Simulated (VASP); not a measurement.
A run of VASP 6.6.1 is set up as follows.

The input INCAR:

```
SYSTEM = Nb
  PREC = Accurate
  ENCUT = 520
  EDIFF = 1E-6
  ISMEAR = 1
  SIGMA = 0.01
  LREAL = .FALSE.
  LASPH = .TRUE.
  NELM = 150
  ALGO = Normal
  ISIF = 2
  LWAVE = .FALSE.
  LCHARG = .FALSE.
  MAGMOM = 0 0 0
  LORBIT = 11
  LSORBIT = .TRUE.
  GGA_COMPAT = .FALSE.
  LORBMOM = .TRUE.
  LMAXMIX = 4
  GGA = PE
  IVDW = 12
  NBANDS = 24
```

Contents of KPOINTS:

```
Automatic mesh
0
G
  8 8 8
  0 0 0
```

File POSCAR:

```
Nb
1.0
    0.0000000000      2.0864154149      2.0864154149
    2.0864154149      0.0000000000      2.0864154149
    2.0864154149      2.0864154149      0.0000000000
Nb
1
Direct
    0.0000000000      0.0000000000      0.0000000000
```

Potentials or basis: VASP PAW PBE potentials, release 64 (Nb_sv).

Command:

```console
$ cat potpaw_PBE.64/Nb_sv/POTCAR > POTCAR
$ mpirun -np 1 vasp_ncl > vasp.out
```

Question: What does it give for the net moment?

Answer: 0.00 μB per cell.

Question: Predict the dispersion energy per atom.

Answer: -0.730 eV.

Moments on the atoms (μB; x, y, z):
```
Nb  0.00 0.00 0.00
```
